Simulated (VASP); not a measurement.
Write the native input for VASP 6.6.1 that does the following.

```
Task                   : single point
Functional             : PBE
Potentials or basis    : VASP PAW PBE potentials, release 64 (Si)
Cutoff                 : 520 eV
k mesh                 : 8 × 8 × 10
Occupations            : gaussian, width 0.011 eV
Spin                   : no spin polarisation
Dipole correction      : no
Further INCAR settings : ALGO = Normal; EDIFF = 1e-06; NBANDS = 11
```

The structure of Si lies in POSCAR:

```
Si
1.0
    4.1209500000      0.0000000000      0.0000000000
   -2.0604700000      3.5688500000      0.0000000000
    0.0000000000      0.0000000000      2.6547900000
Si
2
Direct
    0.3333300000      0.6666700000      0.5000000000
    0.6666700000      0.3333300000      0.5000000000
```

This isn't the form of Si at room conditions, which is diamond.

One way to write it, as run:

INCAR

```
ALGO = Normal
EDIFF = 1E-6
ENCUT = 520
GGA = PE
ISIF = 2
ISMEAR = 0
LASPH = True
LCHARG = True
LELF = True
LREAL = False
LVHAR = True
LWAVE = False
NBANDS = 11
NELM = 60
PREC = Accurate
SIGMA = 0.011
```

KPOINTS

```
k-points
0
Gamma
  8 8 10
```

Potentials or basis: VASP PAW PBE potentials, release 64 (Si).

The run is started by

```console
$ cat potpaw_PBE.64/Si/POTCAR > POTCAR
$ mpirun -np 1 vasp_std > vasp.out
```

It gave:

```yaml
Pressure: 0.0 GPa
Band_gap_on_the_k_mesh: zero (bands 4 and 5 overlap by 4.19 eV)
```

Wall time 43 s on 1 thread of Intel Xeon 8259CL, with other jobs on the host, peak memory 0.17 GiB.
